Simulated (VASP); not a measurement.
Set up this calculation in VASP 6.6.1, as the native input.

| Property | Result |
| --- | --- |
| Task | single point |
| Functional | PBE |
| Potentials or basis | VASP PAW PBE potentials, release 64 (Cd, Te) |
| Cutoff | 520 eV |
| k mesh | 4 × 4 × 4 |
| Occupations | gaussian, width 0.1 eV |
| Spin | no spin polarisation |
| Dipole correction | no |
| Further INCAR settings | ALGO = Normal; EDIFF = 1e-07; NBANDS = 35 |

The structure of Cd4Te lies in POSCAR:

```
Cd4Te
1.0
   -3.1721041600      3.1721041600      3.1721041600
    3.1721041600     -3.1721041600      3.1721041600
    3.1721041600      3.1721041600     -3.1721041600
Cd Te
4 1
Direct
    0.0000000000      0.0000000000      0.5000000000
    0.0000000000      0.5000000000      0.0000000000
    0.5000000000      0.0000000000      0.0000000000
    0.5000000000      0.5000000000      0.5000000000
    0.0000000000      0.0000000000      0.0000000000
```

These files were run (other wordings do the same):

INCAR

```
SYSTEM = Cd4Te
ALGO = Normal
EDIFF = 1E-7
ENCUT = 520
GGA = PE
ISIF = 2
ISMEAR = 0
LASPH = .TRUE.
LCHARG = .TRUE.
LELF = .TRUE.
LREAL = .FALSE.
LVHAR = .TRUE.
LWAVE = .FALSE.
NBANDS = 35
NELM = 80
PREC = Accurate
SIGMA = 0.1
```

KPOINTS

```
k-points
0
G
  4 4 4
  0 0 0
```

Potentials or basis: VASP PAW PBE potentials, release 64 (Cd, Te).

Run with:

```console
$ cat potpaw_PBE.64/Cd/POTCAR potpaw_PBE.64/Te/POTCAR > POTCAR
$ mpirun -np 1 vasp_std > vasp.out
```

Results of the run:

* Pressure: 12.4 GPa
* Band gap on the k mesh: zero (band 27 reaches 5.64 eV, above the bottom of band 28 at 2.88 eV)

Caveat: spin-orbit coupling is left out, which moves the levels of the heavy elements.

Wall time 55 s on 1 thread of Intel Xeon 6975P-C, on a shared host, peak memory 0.25 GiB.
